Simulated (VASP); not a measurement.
A run of VASP 6.6.1:

Contents of INCAR:

```
SYSTEM = Ir
ALGO = Normal
EDIFF = 1E-7
ENCUT = 520
GGA = PE
GGA_COMPAT = .FALSE.
ISIF = 2
ISMEAR = -1
LASPH = .TRUE.
LCHARG = .TRUE.
LMAXMIX = 4
LORBIT = 11
LORBMOM = .TRUE.
LREAL = .FALSE.
LSORBIT = .TRUE.
LVHAR = .TRUE.
LWAVE = .FALSE.
MAGMOM = 0 0 0
NBANDS = 20
NELM = 150
PREC = Accurate
SIGMA = 0.03
```

KPOINTS

```
k-points
0
G
  18 18 18
  0 0 0
```

The input POSCAR:

```
Ir
1.0
    0.0000000000      1.9269646676      1.9269646676
    1.9269646676      0.0000000000      1.9269646676
    1.9269646676      1.9269646676      0.0000000000
Ir
1
Direct
    0.0000000000      0.0000000000      0.0000000000
```

Potentials or basis: VASP PAW PBE potentials, release 64 (Ir).

The run is started by

```console
$ cat potpaw_PBE.64/Ir/POTCAR > POTCAR
$ mpirun -np 1 vasp_ncl > vasp.out
```

Hardware: 1 thread of Intel(R) Xeon(R) 6975P-C (Granite Rapids), on a shared host.

Estimate the wall time of this run.

Run time: 43 s on 1 thread of Intel(R) Xeon(R) 6975P-C (Granite Rapids), on a shared host, peak memory 0.22 GiB. Counts: scf iterations 13, k points 195.
